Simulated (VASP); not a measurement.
# Cd (R-3m) in VASP: a series of runs

Runs on Cd. Level: PBEsol. Tasks: single point.

All numbers are computed with VASP 6.6.1; they aren't measurements. Logs are shortened: lines on timing, memory, paths and dates and some standing lists are left out, and cuts for length are marked.

## (1) The cell of the first run

The structure is trigonal, space group R-3m (No. 166). The conventional cell has a = 3.216 Å, b = 3.216 Å, c = 7.348 Å, α = 90.00°, β = 90.00°, γ = 120.00°. Within 4.0 Å of Cd (site symmetry -3m) lie 12 Cd at 3.07 to 3.22 Å.

## (2) Single point, PBEsol

File INCAR:

```
ALGO = Normal
EDIFF = 1E-6
ENCUT = 520
GGA = PS
ISIF = 2
ISMEAR = 0
LASPH = T
LCHARG = T
LELF = T
LREAL = F
LVHAR = T
LWAVE = F
NBANDS = 12
NELM = 100
PREC = Accurate
SIGMA = 0.1
```

File KPOINTS:

```
k-points
0
Gamma
  9 9 9
```

File POSCAR:

```
Cd
1.0
    1.6080291515      0.9283960635      2.4492874100
   -1.6080291515      0.9283960635      2.4492874100
    0.0000000000     -1.8567921270      2.4492874100
Cd
1
Direct
    0.0000000000      0.0000000000      0.0000000000
```

Potentials or basis: VASP PAW PBE potentials, release 64 (Cd).

Launch:

```sh
cat potpaw_PBE.64/Cd/POTCAR > POTCAR
mpirun -np 1 vasp_std > vasp.out
```

OUTCAR:

```text
EDIFF = 1E-6
   ENCUT = 520
   GGA = PS
   ISIF = 2
   ISMEAR = 0
   LASPH = T
   LREAL = F
   NELM = 100
   PREC = Accurate

 ion  position               nearest neighbor table
   1  0.000  0.000  0.000-

  LATTYP: Found a trigonal (rhomboedric) cell.
 ALAT       =     3.0735461310
 COS(alpha) =     0.4525576903

  Lattice vectors:

 A1 = (   1.6080291515,   0.9283960635,   2.4492874100)
 A2 = (  -1.6080291515,   0.9283960635,   2.4492874100)
 A3 = (   0.0000000000,  -1.8567921270,   2.4492874100)

Analysis of symmetry for initial positions (statically):
=====================================================================
 Subroutine PRICEL returns:
 Original cell was already a primitive cell.

 Routine SETGRP: Setting up the symmetry group for a
 trigonal (rhombohedral) supercell.

 Subroutine GETGRP returns: Found 12 space group operations
 (whereof 12 operations were pure point group operations)
 out of a pool of 12 trial point group operations.

The static configuration has the point symmetry D_3d.

Analysis of symmetry for dynamics (positions and initial velocities):
=====================================================================
 Subroutine PRICEL returns:
 Original cell was already a primitive cell.

 Routine SETGRP: Setting up the symmetry group for a
 trigonal (rhombohedral) supercell.

 Subroutine GETGRP returns: Found 12 space group operations
 (whereof 12 operations were pure point group operations)
 out of a pool of 12 trial point group operations.

The dynamic configuration has the point symmetry D_3d.

 Subroutine INISYM returns: Found 12 space group operations
 (whereof 12 operations are pure point group operations),
 and found     1 'primitive' translations

----------------------------------------------------------------------------------------

                                     Primitive cell

  volume of cell :      21.9391

  direct lattice vectors                    reciprocal lattice vectors
     1.608029152  0.928396064  2.449287410     0.310939637  0.179521083  0.136094005
    -1.608029152  0.928396064  2.449287410    -0.310939637  0.179521083  0.136094005
     0.000000000 -1.856792127  2.449287410     0.000000000 -0.359042166  0.136094005

  length of vectors
     3.073546131  3.073546131  3.073546131     0.383969862  0.383969862  0.383969862

  position of ions in fractional coordinates (direct lattice)
     0.000000000  0.000000000  0.000000000

  ion indices of the primitive-cell ions
   primitive index   ion index
                 1           1

----------------------------------------------------------------------------------------

 KPOINTS: k-points

Automatic generation of k-mesh.
 Grid dimensions read from file:
 generate k-points for:    9    9    9

 Generating k-lattice:

  Cartesian coordinates                     Fractional coordinates (reciprocal lattice)
     0.034548849  0.019946787  0.015121556     0.111111111  0.000000000  0.000000000
    -0.034548849  0.019946787  0.015121556     0.000000000  0.111111111  0.000000000
     0.000000000 -0.039893574  0.015121556     0.000000000  0.000000000  0.111111111

  Length of vectors
     0.042663318  0.042663318  0.042663318

  Shift w.r.t. Gamma in fractional coordinates (k-lattice)
     0.000000000  0.000000000  0.000000000

 Subroutine IBZKPT returns following result:
 ===========================================

 Found     85 irreducible k-points:

 Following reciprocal coordinates:
            Coordinates               Weight
  0.000000  0.000000  0.000000      1.000000
  0.111111 -0.000000  0.000000      6.000000
  0.222222 -0.000000  0.000000      6.000000
  0.333333 -0.000000  0.000000      6.000000
  0.444444 -0.000000  0.000000      6.000000
  0.111111  0.111111  0.000000      6.000000
[... 16 lines left out ...]
 -0.333333  0.333333  0.000000      6.000000
  0.444444  0.444444  0.000000      6.000000
 [... further k-points ...]
   k-points           NKPTS =     85   k-points in BZ     NKDIM =     85   number of bands    NBANDS=     12
   number of dos      NEDOS =    301   number of ions     NIONS =      1
   total plane-waves  NPLWV =  13824
   dimension x,y,z NGX =    24 NGY =   24 NGZ =   24
   dimension x,y,z NGXF=    48 NGYF=   48 NGZF=   48
   ions per type =               1
   NGX,Y,Z   is equivalent  to a cutoff of  12.98, 12.98, 12.98 a.u.
   NGXF,Y,Z  is equivalent  to a cutoff of  25.96, 25.96, 25.96 a.u.
 SYSTEM =  unknown system
   PREC   = accura    normal or accurate (medium, high low for compatibility)
   ISTART =      0    job   : 0-new  1-cont  2-samecut
   ICHARG =      2    charge: 1-file 2-atom 10-const
   ISPIN  =      1    spin polarized calculation?
   LNONCOLLINEAR =      F non collinear calculations
   LSORBIT =      F    spin-orbit coupling
   LASPH  =      T    aspherical Exc in radial PAW
   ENCUT  =  520.0 eV  38.22 Ry    6.18 a.u.   5.71  5.71  5.71*2*pi/ulx,y,z
   NELM   =    100;   NELMIN=  2; NELMDL= -5     # of ELM steps
   EDIFF  = 0.1E-05   stopping-criterion for ELM
   LREAL  =      F    real-space projection
   EDIFFG = 0.1E-04   stopping-criterion for IOM
   NSW    =      0    number of steps for IOM
   IBRION =     -1    ionic relax: 0-MD 1-quasi-New 2-CG
   NFREE  =      0    steps in history (QN), initial steepest desc. (CG)
   ISIF   =      2    stress and relaxation
   ISYM   =      2    0-nonsym 1-usesym 2-fastsym
   POTIM  = 0.5000    time-step for ionic-motion
   TEBEG  =    0.0;   TEEND  =   0.0 temperature during run
   PSTRESS=    0.0 pullay stress
   NELECT =      12.0000    total number of electrons
   NUPDOWN=      -1.0000    fix difference up-down
   EMIN   =  10.00;   EMAX   =-10.00  energy-range for DOS
   EFERMI =   0.00;   METHOD = LEGACY
   ISMEAR =     0;   SIGMA  =   0.10  broadening in eV -4-tet -1-fermi 0-gaus
   EFERMI_NEDOS =   21; number of points for ismear=-14 and -15
   IALGO  =     38    algorithm
   IMIX   =      4    mixing-type and parameters
     AMIX     =   0.40;   BMIX     =  1.00
     AMIX_MAG =   1.60;   BMIX_MAG =  1.00
  volume/ion in A,a.u.               =      21.94       148.05
  Fermi-wavevector in a.u.,A,eV,Ry     =   1.338842  2.530044 24.388398  1.792497
  Thomas-Fermi vector in A             =   2.467280
   LORBIT       =      0    0 simple, 1 ext, 2 COOP (PROOUT), +10 PAW based schemes
   GGA     = PS    functional components
   LHFCALC =     F    Hartree Fock is set to
   AEXX    =    0.0000 exact exchange contribution
   IVDW    =     0    specifies the selected vdW correction
   LEPSILON=     F    determine dielectric tensor
   LRPA    =     F    only Hartree local field effects (RPA)
 non-spin polarized calculation
 Gauss-broadening in eV      SIGMA  =   0.10
  energy-cutoff  :      520.00
  volume of cell :       21.94
 maximum number of plane-waves:       604
   NGX = 11   NGY = 11   NGZ = 11

 number of electron      11.9999997 magnetization

 Free energy of the ion-electron system (eV)
  ---------------------------------------------------
  ext. energy  EPLUGINS =         0.00000000
  ---------------------------------------------------
  free energy    TOTEN  =        -1.18017790 eV

  energy without entropy =       -1.17911301  energy(sigma->0) =       -1.17964546

 E-fermi :   2.6474     XC(G=0): -11.1322

 val. band max:        2.5956878801   @ k =  -0.3333   0.2222   0.2222
 cond. band min:       2.7467817942   @ k =  -0.3333   0.4444   0.3333
 fundamental gap:      0.1510939141
 Fermi energy:         2.6474022338

 k-point     1 :       0.0000    0.0000    0.0000
  band No.  band energies     occupation
      1      -6.5338      2.00000
      2      -6.5338      2.00000
      3      -6.3356      2.00000
      4      -6.1295      2.00000
      5      -5.9661      2.00000
      6      -5.9661      2.00000
      7      16.0913      0.00000
      8      16.7304      0.00000
      9      16.7304      0.00000
     10      19.5716      0.00000
     11      20.2413      0.00000
     12      20.2413      0.00000

 k-point     2 :       0.1111   -0.0000    0.0000
  band No.  band energies     occupation
      1      -6.5579      2.00000
      2      -6.5059      2.00000
      3      -6.2839      2.00000
      4      -5.9739      2.00000
      5      -5.9705      2.00000
      6      -5.8164      2.00000
      7      13.5253      0.00000
      8      16.2362      0.00000
      9      16.4267      0.00000
     10      18.9813      0.00000
     11      20.9041      0.00000
     12      20.9378      0.00000

 k-point     3 :       0.2222   -0.0000    0.0000
  band No.  band energies     occupation
      1      -6.6852      2.00000
      2      -6.4776      2.00000
      3      -6.2172      2.00000
      4      -5.9341      2.00000
      5      -5.9150      2.00000
      6      -4.8096      2.00000
      7       9.4069      0.00000
      8      15.8755      0.00000
      9      15.9964      0.00000
     10      18.1023      0.00000
     11      20.7223      0.00000
     12      21.0450      0.00000
[... 286 lines left out ...]
 k-point    23 :      -0.3333    0.3333    0.0000
  band No.  band energies     occupation
      1      -6.8446      2.00000
      2      -6.4244      2.00000
      3      -6.1473      2.00000
      4      -5.9122      2.00000
      5      -5.7245      2.00000
      6       1.5448      2.00000
      7       4.3588      0.00000
      8       5.3525      0.00000
      9      12.4717      0.00000
     10      15.1210      0.00000
     11      22.3374      0.00000
     12      24.2723      0.00000

 k-point    24 :       0.4444    0.4444    0.0000
  band No.  band energies     occupation
      1      -7.0778      2.00000
      2      -6.9726      2.00000
      3      -5.6755      2.00000
      4      -5.5560      2.00000
      5      -5.5158      2.00000
      6       0.7781      2.00000
      7       5.1993      0.00000
      8       8.7832      0.00000
      9      10.2944      0.00000
     10      12.9727      0.00000
     11      14.4915      0.00000
     12      28.8670      0.00000

 [... further k-points ...]

------------------------ aborting loop because EDIFF is reached ----------------------------------------

  FORCE on cell =-STRESS in cart. coord.  units (eV):
  Direction    XX          YY          ZZ          XY          YZ          ZX
  --------------------------------------------------------------------------------------
  -------------------------------------------------------------------------------------
  Total       -0.2079957     -0.2079957     -0.2750623      0.0000000     -0.0000000      0.0000000
  in kB      -15.1896108    -15.1896108    -20.0873853      0.0000000     -0.0000000      0.0000000
  external PRESSURE =     -16.8222023 kB  Pullay stress =       0.0000000 kB

 VOLUME and BASIS-vectors are now :
 -----------------------------------------------------------------------------
  energy-cutoff  :      520.00
  volume of cell :       21.94
      direct lattice vectors                 reciprocal lattice vectors
     1.608029152  0.928396064  2.449287410     0.310939637  0.179521083  0.136094005
    -1.608029152  0.928396064  2.449287410    -0.310939637  0.179521083  0.136094005
     0.000000000 -1.856792127  2.449287410     0.000000000 -0.359042166  0.136094005

 POSITION                                       TOTAL-FORCE (eV/Angst)
 -----------------------------------------------------------------------------------
      0.00000      0.00000      0.00000        -0.000000      0.000000      0.000000
 -----------------------------------------------------------------------------------
    total drift:                                0.000000     -0.000000      0.000000

  FREE ENERGIE OF THE ION-ELECTRON SYSTEM (eV)
  ---------------------------------------------------
  free  energy   TOTEN  =        -1.1801779028 eV

  energy  without entropy=       -1.1791130134  energy(sigma->0) =       -1.17964546
```

Run time: 7.6 s. Hardware: 1 thread of Intel Xeon 6975P-C (Granite Rapids), shared host; peak memory 0.15 GiB.

What came out:

| Property | Result |
| --- | --- |
| Free energy | -1.1802 eV |
| Pressure | -1.7 GPa |
| Band gap on the k mesh | zero (band 6 reaches 3.28 eV, above the bottom of band 7 at 1.35 eV) |

Levels at points of the mesh, in eV from the Fermi level:
```csv
k point,band 4,band 5,band 6,band 7,band 8,band 9
"(0.00, 0.00, 0.00)",-8.78,-8.61,-8.61,13.44,14.08,14.08
```

Caveat: the PAW data sets were made with another functional, which shifts forces and pressure a little.

## (3) Single point, PBEsol

This run uses another cell than the first one, of 21.11 Å³/atom, 0.962 times its volume.

File INCAR:

```
SYSTEM = Cd
ALGO     = Fast           ! electronic algorithm
EDIFF    = 1E-7           ! SCF threshold, eV
ENCUT    = 520            ! plane-wave cutoff, eV
GGA      = PS             ! functional
ISIF     = 2              ! what is computed and relaxed
ISMEAR   = 0              ! smearing method
LASPH    = .TRUE.         ! aspherical terms in the spheres
LCHARG   = .FALSE.        ! write CHGCAR
LREAL    = .FALSE.        ! projectors in reciprocal space
LWAVE    = .FALSE.        ! write WAVECAR
NBANDS   = 12             ! bands
NELM     = 60             ! most SCF steps
PREC     = Accurate       ! precision mode
SIGMA    = 0.1            ! smearing width, eV
```

File KPOINTS:

```
k-points
0
G
  21 21 21
  0 0 0
```

File POSCAR:

```
Cd
1.0
    1.6047061547      0.9264775304      2.3666407504
   -1.6047061547      0.9264775304      2.3666407504
    0.0000000000     -1.8529550608      2.3666407504
Cd
1
Direct
    0.0000000000      0.0000000000      0.0000000000
```

Potentials or basis: VASP PAW PBE potentials, release 64 (Cd).

Launch:

```sh
cat potpaw_PBE.64/Cd/POTCAR > POTCAR
mpirun -np 1 vasp_std > vasp.out
```

Run time: 1.8 min. Hardware: 1 thread of Intel Xeon Platinum 8259CL at 2.50GHz (Skylake/Cascade Lake), shared host; peak memory 0.31 GiB.

Results (log left out):

```yaml
Free_energy: -1.1882 eV
Pressure: 0.4 GPa
Band_gap_on_the_k_mesh: zero (band 6 reaches 4.50 eV, above the bottom of band 7 at 1.28 eV)
```

Stress tensor (GPa, compression positive):
```
0.35 0.00 0.00
0.00 0.35 0.00
0.00 0.00 0.47
```

Levels at points of the mesh, in eV from the Fermi level:
| k point | band 3 | band 4 | band 5 | band 6 | band 7 | band 8 | band 9 | band 10 |
| --- | --- | --- | --- | --- | --- | --- | --- | --- |
| (0.00, 0.00, 0.00) | -9.11 | -8.84 | -8.60 | -8.60 | 13.44 | 14.18 | 14.18 | 17.83 |

Caveat: the PAW data sets were made with another functional, which shifts forces and pressure a little.
